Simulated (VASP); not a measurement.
# Ge (P6/mmm) in VASP: notebook, part 2 of 2

VASP 6.6.1. The steps go on from the part before.

### Step 4. Single point, PBEsol

This run uses another cell than the first one: it holds 3 atoms, not 1.

File INCAR:

```
SYSTEM = Ge
PREC     = Accurate       ! precision mode
ENCUT    = 520            ! plane-wave cutoff, eV
EDIFF    = 1E-6           ! SCF threshold, eV
ISMEAR   = -1             ! smearing method
SIGMA    = 0.05           ! smearing width, eV
LREAL    = .False.        ! projectors in reciprocal space
LASPH    = .True.         ! aspherical terms in the spheres
NELM     = 80             ! most SCF steps
ALGO     = Normal         ! electronic algorithm
ISIF     = 2              ! what is computed and relaxed
LWAVE    = .False.        ! write WAVECAR
LCHARG   = .False.        ! write CHGCAR
GGA      = PS             ! functional
NBANDS   = 28             ! bands
```

File KPOINTS:

```
Automatic mesh
0
Gamma
  10 10 13
  0 0 0
```

File POSCAR:

```
Ge
1.0
    3.7343886249      0.0000000000      0.0000000000
   -1.8671943125      3.2340754168      0.0000000000
    0.0000000000      0.0000000000      2.2322137232
Ge
3
Direct
    0.0000000000      0.0000000000      0.0000000000
    0.3333333333      0.6666666667      0.5000000000
    0.6666666667      0.3333333333      0.5000000000
```

Potentials or basis: VASP PAW PBE potentials, release 64 (Ge_d).

Run with:

```
cat potpaw_PBE.64/Ge_d/POTCAR > POTCAR
mpirun -np 1 vasp_std > vasp.out
```

OUTCAR:

```text
SYSTEM = Ge
   PREC = Accurate
   ENCUT = 520
   EDIFF = 1E-6
   ISMEAR = -1
   LREAL = .False.
   LASPH = .True.
   NELM = 80
   ISIF = 2
   GGA = PS

 ion  position               nearest neighbor table
   1  0.000  0.000  0.000-   2 2.43   3 2.43   2 2.43   3 2.43   3 2.43   3 2.43   2 2.43   2 2.43
                             3 2.43   3 2.43   2 2.43   2 2.43
   2  0.333  0.667  0.500-   3 2.16   3 2.16   3 2.16   1 2.43   1 2.43   1 2.43   1 2.43   1 2.43
                             1 2.43
   3  0.667  0.333  0.500-   2 2.16   2 2.16   2 2.16   1 2.43   1 2.43   1 2.43   1 2.43   1 2.43
                             1 2.43

  LATTYP: Found a hexagonal cell.
 ALAT       =     3.7343886249
 C/A-ratio  =     0.5977454270

  Lattice vectors:

 A1 = (   3.7343886249,   0.0000000000,   0.0000000000)
 A2 = (  -1.8671943125,   3.2340754168,   0.0000000000)
 A3 = (   0.0000000000,   0.0000000000,   2.2322137232)

Analysis of symmetry for initial positions (statically):
=====================================================================
 Subroutine PRICEL returns:
 Original cell was already a primitive cell.

 Routine SETGRP: Setting up the symmetry group for a
 hexagonal supercell.

 Subroutine GETGRP returns: Found 24 space group operations
 (whereof 24 operations were pure point group operations)
 out of a pool of 24 trial point group operations.

The static configuration has the point symmetry D_6h.

Analysis of symmetry for dynamics (positions and initial velocities):
=====================================================================
 Subroutine PRICEL returns:
 Original cell was already a primitive cell.

 Routine SETGRP: Setting up the symmetry group for a
 hexagonal supercell.

 Subroutine GETGRP returns: Found 24 space group operations
 (whereof 24 operations were pure point group operations)
 out of a pool of 24 trial point group operations.

The dynamic configuration has the point symmetry D_6h.

 Subroutine INISYM returns: Found 24 space group operations
 (whereof 24 operations are pure point group operations),
 and found     1 'primitive' translations

----------------------------------------------------------------------------------------

                                     Primitive cell

  volume of cell :      26.9591

  direct lattice vectors                    reciprocal lattice vectors
     3.734388625  0.000000000  0.000000000     0.267781450  0.154603692  0.000000000
    -1.867194312  3.234075417  0.000000000     0.000000000  0.309207384  0.000000000
     0.000000000  0.000000000  2.232213723     0.000000000  0.000000000  0.447985777

  length of vectors
     3.734388625  3.734388625  2.232213723     0.309207384  0.309207384  0.447985777

  position of ions in fractional coordinates (direct lattice)
     0.000000000  0.000000000  0.000000000
     0.333333333  0.666666667  0.500000000
     0.666666667  0.333333333  0.500000000

  ion indices of the primitive-cell ions
   primitive index   ion index
                 1           1
                 2           2
                 3           3

----------------------------------------------------------------------------------------

 KPOINTS: Automatic mesh

Automatic generation of k-mesh.
 Grid dimensions read from file:
 generate k-points for:   10   10   13

 Generating k-lattice:

  Cartesian coordinates                     Fractional coordinates (reciprocal lattice)
     0.026778145  0.015460369  0.000000000     0.100000000  0.000000000  0.000000000
     0.000000000  0.030920738  0.000000000     0.000000000  0.100000000  0.000000000
     0.000000000  0.000000000  0.034460444     0.000000000  0.000000000  0.076923077

  Length of vectors
     0.030920738  0.030920738  0.034460444

  Shift w.r.t. Gamma in fractional coordinates (k-lattice)
     0.000000000  0.000000000  0.000000000

 Subroutine IBZKPT returns following result:
 ===========================================

 Found     98 irreducible k-points:

 Following reciprocal coordinates:
            Coordinates               Weight
  0.000000  0.000000  0.000000      1.000000
  0.100000  0.000000  0.000000      6.000000
  0.200000  0.000000  0.000000      6.000000
  0.300000  0.000000  0.000000      6.000000
  0.400000  0.000000  0.000000      6.000000
  0.500000  0.000000  0.000000      3.000000
[... 16 lines left out ...]
  0.300000  0.100000  0.076923     24.000000
  0.400000  0.100000  0.076923     24.000000
 [... further k-points ...]
   k-points           NKPTS =     98   k-points in BZ     NKDIM =     98   number of bands    NBANDS=     28
   number of dos      NEDOS =    301   number of ions     NIONS =      3
   total plane-waves  NPLWV =  14112
   dimension x,y,z NGX =    28 NGY =   28 NGZ =   18
   dimension x,y,z NGXF=    56 NGYF=   56 NGZF=   36
   ions per type =               3
   NGX,Y,Z   is equivalent  to a cutoff of  12.46, 12.46, 13.41 a.u.
   NGXF,Y,Z  is equivalent  to a cutoff of  24.93, 24.93, 26.81 a.u.
 SYSTEM =  Ge
   PREC   = accura    normal or accurate (medium, high low for compatibility)
   ISTART =      0    job   : 0-new  1-cont  2-samecut
   ICHARG =      2    charge: 1-file 2-atom 10-const
   ISPIN  =      1    spin polarized calculation?
   LNONCOLLINEAR =      F non collinear calculations
   LSORBIT =      F    spin-orbit coupling
   LASPH  =      T    aspherical Exc in radial PAW
   ENCUT  =  520.0 eV  38.22 Ry    6.18 a.u.   6.94  6.94  4.15*2*pi/ulx,y,z
   NELM   =     80;   NELMIN=  2; NELMDL= -5     # of ELM steps
   EDIFF  = 0.1E-05   stopping-criterion for ELM
   LREAL  =      F    real-space projection
   EDIFFG = 0.1E-04   stopping-criterion for IOM
   NSW    =      0    number of steps for IOM
   IBRION =     -1    ionic relax: 0-MD 1-quasi-New 2-CG
   NFREE  =      0    steps in history (QN), initial steepest desc. (CG)
   ISIF   =      2    stress and relaxation
   ISYM   =      2    0-nonsym 1-usesym 2-fastsym
   POTIM  = 0.5000    time-step for ionic-motion
   TEBEG  =    0.0;   TEEND  =   0.0 temperature during run
   PSTRESS=    0.0 pullay stress
   NELECT =      42.0000    total number of electrons
   NUPDOWN=      -1.0000    fix difference up-down
   EMIN   =  10.00;   EMAX   =-10.00  energy-range for DOS
   EFERMI =   0.00;   METHOD = LEGACY
   ISMEAR =    -1;   SIGMA  =   0.05  broadening in eV -4-tet -1-fermi 0-gaus
   EFERMI_NEDOS =   21; number of points for ismear=-14 and -15
   IALGO  =     38    algorithm
   IMIX   =      4    mixing-type and parameters
     AMIX     =   0.40;   BMIX     =  1.00
     AMIX_MAG =   1.60;   BMIX_MAG =  1.00
  volume/ion in A,a.u.               =       8.99        60.64
  Fermi-wavevector in a.u.,A,eV,Ry     =   1.897825  3.586369 49.004634  3.601739
  Thomas-Fermi vector in A             =   2.937528
   LORBIT       =      0    0 simple, 1 ext, 2 COOP (PROOUT), +10 PAW based schemes
   GGA     = PS    functional components
   LHFCALC =     F    Hartree Fock is set to
   AEXX    =    0.0000 exact exchange contribution
   IVDW    =     0    specifies the selected vdW correction
   LEPSILON=     F    determine dielectric tensor
   LRPA    =     F    only Hartree local field effects (RPA)
 non-spin polarized calculation
  energy-cutoff  :      520.00
  volume of cell :       26.96
 maximum number of plane-waves:       739
 NGX is ok and might be reduce to    28

 number of electron      41.9999994 magnetization

 Free energy of the ion-electron system (eV)
  ---------------------------------------------------
  ext. energy  EPLUGINS =         0.00000000
  ---------------------------------------------------
  free energy    TOTEN  =        -1.69711549 eV

  energy without entropy =       -1.69244971  energy(sigma->0) =       -1.69478260

 E-fermi :  18.2139     XC(G=0): -15.7745

 val. band max:       18.2028478968   @ k =   0.2000   0.1000   0.0000
 cond. band min:      18.3327176260   @ k =   0.3000   0.3000   0.0000
 fundamental gap:      0.1298697292
 Fermi energy:        18.2138521069

 k-point     1 :       0.0000    0.0000    0.0000
  band No.  band energies     occupation
      1      -8.6977      2.00000
      2      -8.2213      2.00000
      3      -8.1262      2.00000
      4      -8.0557      2.00000
      5      -8.0557      2.00000
      6      -7.8589      2.00000
[... 20 lines left out ...]
     27      38.1559      0.00000
     28      39.1974      0.00000
[... 683 lines left out ...]
 k-point    24 :       0.4000    0.1000    0.0769
  band No.  band energies     occupation
      1      -8.5297      2.00000
      2      -8.4214      2.00000
      3      -8.3609      2.00000
      4      -8.2970      2.00000
      5      -8.1477      2.00000
      6      -8.0178      2.00000
[... 20 lines left out ...]
     27      31.4092      0.00000
     28      32.9380      0.00000

 [... further k-points ...]
[... 5 lines left out ...]
  --------------------------------------------------------------------------------------
  -------------------------------------------------------------------------------------
  Total       45.7157029     45.7157029     45.6954898     -0.0000000      0.0000000     -0.0000000
  in kB     2716.8806175   2716.8806176   2715.6793549     -0.0000000      0.0000000     -0.0000000
  external PRESSURE =    2716.4801967 kB  Pullay stress =       0.0000000 kB

 VOLUME and BASIS-vectors are now :
 -----------------------------------------------------------------------------
  energy-cutoff  :      520.00
  volume of cell :       26.96
      direct lattice vectors                 reciprocal lattice vectors
     3.734388625  0.000000000  0.000000000     0.267781450  0.154603692  0.000000000
    -1.867194312  3.234075417  0.000000000     0.000000000  0.309207384  0.000000000
     0.000000000  0.000000000  2.232213723     0.000000000  0.000000000  0.447985777

 POSITION                                       TOTAL-FORCE (eV/Angst)
 -----------------------------------------------------------------------------------
      0.00000      0.00000      0.00000         0.000000      0.000000     -0.000000
     -0.00000      2.15605      1.11611        -0.000000      0.000000      0.000000
      1.86719      1.07803      1.11611         0.000000     -0.000000     -0.000000
 -----------------------------------------------------------------------------------
    total drift:                                0.000000      0.000000     -0.000000

  FREE ENERGIE OF THE ION-ELECTRON SYSTEM (eV)
  ---------------------------------------------------
  free  energy   TOTEN  =        -1.6971154934 eV

  energy  without entropy=       -1.6924497143  energy(sigma->0) =       -1.69478260
```

Run time: 35 s. Hardware: 1 thread of AMD EPYC 9R45 (Zen 5), shared host; peak memory 0.14 GiB.

What came out:

- Free energy: -1.6971 eV
- Pressure: 271.6 GPa
- Band gap on the k mesh: zero (band 21 reaches 22.36 eV, above the bottom of band 22 at 12.29 eV)

Caveat: the PAW data sets were made with another functional, which shifts forces and pressure a little.
